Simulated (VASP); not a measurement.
# Ge (Fd-3m) in VASP: a series of runs, part 2 of 2

VASP 6.6.1. Earlier steps stand in the parts before.

## 3. Single point, PBE (volume scaled by 1.02)

File INCAR:

```
ALGO     = Normal         # electronic algorithm
EDIFF    = 1E-6           # SCF threshold, eV
ENCUT    = 520            # plane-wave cutoff, eV
GGA      = PE             # functional
ISIF     = 2              # what is computed and relaxed
ISMEAR   = -1             # smearing method
LASPH    = True           # aspherical terms in the spheres
LCHARG   = True           # write CHGCAR
LELF     = True           # ELF
LREAL    = False          # projectors in reciprocal space
LVHAR    = True         
LWAVE    = False          # write WAVECAR
NBANDS   = 21             # bands
NELM     = 100            # most SCF steps
PREC     = Accurate       # precision mode
SIGMA    = 0.05           # smearing width, eV
```

File KPOINTS:

```
k-points
0
Gamma
  8 8 8
```

File POSCAR:

```
Ge
1.0
    0.0000000000      2.8476450493      2.8476450493
    2.8476450493      0.0000000000      2.8476450493
    2.8476450493      2.8476450493      0.0000000000
Ge
2
Direct
    0.7500000000      0.7500000000      0.7500000000
    0.5000000000      0.5000000000      0.5000000000
```

Potentials or basis: VASP PAW PBE potentials, release 64 (Ge_d).

The run is started by

```
cat potpaw_PBE.64/Ge_d/POTCAR > POTCAR
mpirun -np 1 vasp_std > vasp.out
```

OUTCAR:

```text
EDIFF = 1E-6
   ENCUT = 520
   GGA = PE
   ISIF = 2
   ISMEAR = -1
   LASPH = True
   LREAL = False
   NELM = 100
   PREC = Accurate

 ion  position               nearest neighbor table
   1  0.750  0.750  0.750-   2 2.47   2 2.47   2 2.47   2 2.47
   2  0.500  0.500  0.500-   1 2.47   1 2.47   1 2.47   1 2.47

  LATTYP: Found a face centered cubic cell.
 ALAT       =     5.6952900986

  Lattice vectors:

 A1 = (   0.0000000000,   2.8476450493,   2.8476450493)
 A2 = (   2.8476450493,   0.0000000000,   2.8476450493)
 A3 = (   2.8476450493,   2.8476450493,   0.0000000000)

Analysis of symmetry for initial positions (statically):
=====================================================================
 Subroutine PRICEL returns:
 Original cell was already a primitive cell.

 Routine SETGRP: Setting up the symmetry group for a
 face centered cubic supercell.

 Subroutine GETGRP returns: Found 48 space group operations
 (whereof 24 operations were pure point group operations)
 out of a pool of 48 trial point group operations.
[... 159 lines left out ...]
  ext. energy  EPLUGINS =         0.00000000
  ---------------------------------------------------
  free energy    TOTEN  =        -9.01569063 eV

  energy without entropy =       -9.01490505  energy(sigma->0) =       -9.01529784

 E-fermi :   4.8129     XC(G=0):  -9.8294

 val. band max:        4.8033228037   @ k =   0.0000   0.0000   0.0000
 cond. band min:       4.9280495260   @ k =   0.5000   0.0000   0.0000
 fundamental gap:      0.1247267223
 Fermi energy:         4.8128879441

 k-point     1 :       0.0000    0.0000    0.0000
  band No.  band energies     occupation
      1     -19.9835      2.00000
      2     -19.9835      2.00000
      3     -19.9835      2.00000
      4     -19.9489      2.00000
      5     -19.9489      2.00000
      6     -19.7488      2.00000
[... 565 lines left out ...]
     20      15.7031      0.00000
     21      16.1584      0.00000

 [... further k-points ...]

------------------------ aborting loop because EDIFF is reached ----------------------------------------

  FORCE on cell =-STRESS in cart. coord.  units (eV):
  Direction    XX          YY          ZZ          XY          YZ          ZX
  --------------------------------------------------------------------------------------
  -------------------------------------------------------------------------------------
  Total        0.6162087      0.6162087      0.6162087      0.0000000      0.0000000      0.0000000
  in kB       21.3772029     21.3772029     21.3772029      0.0000000      0.0000000      0.0000000
  external PRESSURE =      21.3772029 kB  Pullay stress =       0.0000000 kB

 VOLUME and BASIS-vectors are now :
 -----------------------------------------------------------------------------
  energy-cutoff  :      520.00
  volume of cell :       46.18
      direct lattice vectors                 reciprocal lattice vectors
     0.000000000  2.847645049  2.847645049    -0.175583681  0.175583681  0.175583681
     2.847645049  0.000000000  2.847645049     0.175583681 -0.175583681  0.175583681
     2.847645049  2.847645049  0.000000000     0.175583681  0.175583681 -0.175583681

 POSITION                                       TOTAL-FORCE (eV/Angst)
 -----------------------------------------------------------------------------------
      4.27147      4.27147      4.27147        -0.000000     -0.000000     -0.000000
      2.84765      2.84765      2.84765         0.000000      0.000000      0.000000
 -----------------------------------------------------------------------------------
    total drift:                                0.000000     -0.000000      0.000000

  FREE ENERGIE OF THE ION-ELECTRON SYSTEM (eV)
  ---------------------------------------------------
  free  energy   TOTEN  =        -9.0156906253 eV

  energy  without entropy=       -9.0149050465  energy(sigma->0) =       -9.01529784
```

OSZICAR:

```text
N       E                     dE             d eps       ncg     rms          rms(c)
DAV:   1     0.193290147881E+03    0.19329E+03   -0.14676E+04  1385   0.360E+03
DAV:   2     0.188978852944E+02   -0.17439E+03   -0.16830E+03  1228   0.635E+02
DAV:   3    -0.817316272507E+01   -0.27071E+02   -0.26903E+02  1423   0.143E+02
DAV:   4    -0.908257402600E+01   -0.90941E+00   -0.90901E+00  1378   0.309E+01
DAV:   5    -0.909760469246E+01   -0.15031E-01   -0.15030E-01  1373   0.440E+00    0.312E+00
DAV:   6    -0.904267891884E+01    0.54926E-01   -0.21028E-02  1417   0.146E+00    0.185E+00
DAV:   7    -0.901378580337E+01    0.28893E-01   -0.45562E-02  1337   0.193E+00    0.145E-01
DAV:   8    -0.901545498659E+01   -0.16692E-02   -0.56904E-03  1363   0.914E-01    0.434E-02
DAV:   9    -0.901567147223E+01   -0.21649E-03   -0.25544E-04  1363   0.176E-01    0.140E-02
DAV:  10    -0.901568838975E+01   -0.16918E-04   -0.33291E-05  1411   0.637E-02    0.616E-03
DAV:  11    -0.901569055998E+01   -0.21702E-05   -0.53229E-06  1193   0.322E-02    0.183E-03
DAV:  12    -0.901569062528E+01   -0.65298E-07   -0.21232E-07   885   0.641E-03
   1 F= -.90156906E+01 E0= -.90152978E+01  d E =-.785579E-03
```

Run time: 13 s. Hardware: 1 thread of Intel Xeon Platinum 8559C (Emerald Rapids), shared host; peak memory 0.17 GiB.

What came out:

| Property | Result |
| --- | --- |
| Free energy | -9.0157 eV |
| Pressure | 2.1 GPa |
| Band gap on the k mesh | zero (filled and empty bands touch) |
